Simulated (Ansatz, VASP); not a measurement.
NiO2 in VASP and in Ansatz

Contents of INCAR:

```
SYSTEM = NiO2
PREC = Accurate ; ENCUT = 520
EDIFF = 1E-7 ; ISMEAR = 0
SIGMA = 0.05 ; LREAL = .FALSE.
LASPH = .TRUE. ; NELM = 80
ALGO = Normal ; ISIF = 2
LWAVE = .FALSE. ; LCHARG = .TRUE.
LELF = .TRUE. ; LVHAR = .TRUE.
NBANDS = 18
```

The input KPOINTS:

```
Automatic mesh
0
G
  12 12 6
  0 0 0
```

The input POSCAR:

```
NiO2
1.0
    2.6525108924      0.0000000000      0.0000000000
   -1.3262554462      2.2971418167      0.0000000000
    0.0000000000      0.0000000000      4.5631144882
Ni O
1 2
Direct
    0.0000000000      0.0000000000      0.5000000000
    0.6666666667      0.3333333333      0.7423978784
    0.3333333333      0.6666666667      0.2576021216
```

Input for Ansatz:

```yaml
crystal:
  lattice:
    - [2.6525108924, 0.0, 0.0]
    - [-1.3262554462, 2.2971418167, 0.0]
    - [0.0, 0.0, 4.5631144882]
  atoms:
    - { symbol: Ni, position: [0.0, 0.0, 0.5] }
    - { symbol: O, position: [0.6666666667, 0.3333333333, 0.7423978784] }
    - { symbol: O, position: [0.3333333333, 0.6666666667, 0.2576021216] }
basis:
  ecutwfc: 520.0
kpoints:
  mp_grid: { grid: [12, 12, 6] }
hamiltonian:
  xc: lda
  pseudopotentials: { kind: paw }
scf:
  occupations: { method: gaussian, width: 0.05 }
output:
  forces: true
  stress: true
  eigenvalues: true
```

Alike in both runs: task single point; functional LDA; k mesh 12 × 12 × 6; occupations gaussian, width 0.05 eV; no spin polarisation.

|  | VASP | Ansatz |
| --- | --- | --- |
| version | VASP 6.6.1 | Ansatz 0.2.0 |
| potentials or method | VASP PAW LDA potentials, release 64 (Ni, O), cutoff 520 eV | scalar-relativistic, plane waves, PAW |
| valence electrons in the cell | 22 | 30 |

```tsv
	VASP	Ansatz	Ansatz less VASP
gap on the k mesh at the Fermi level (eV)	0.70	0.74	+0.034
least direct gap on the mesh (eV)	0.75	0.78	+0.028
pressure (GPa)	-8.3	-9.2	-0.91
traceless stress, the component that is largest in VASP (GPa)	-21.63	-21.82	-0.187
rms of the force components (eV/Å)	1.090	1.147	+0.0567
```

LDA's correlation is that of Perdew and Zunger in VASP and of Perdew and Wang (1992) in Ansatz. Atom by atom the forces differ by 0.057 eV/Å (rms over components). VASP's potentials hold 22 valence electrons a cell and Ansatz's 30, so a difference there can come from the potentials and not from the codes.
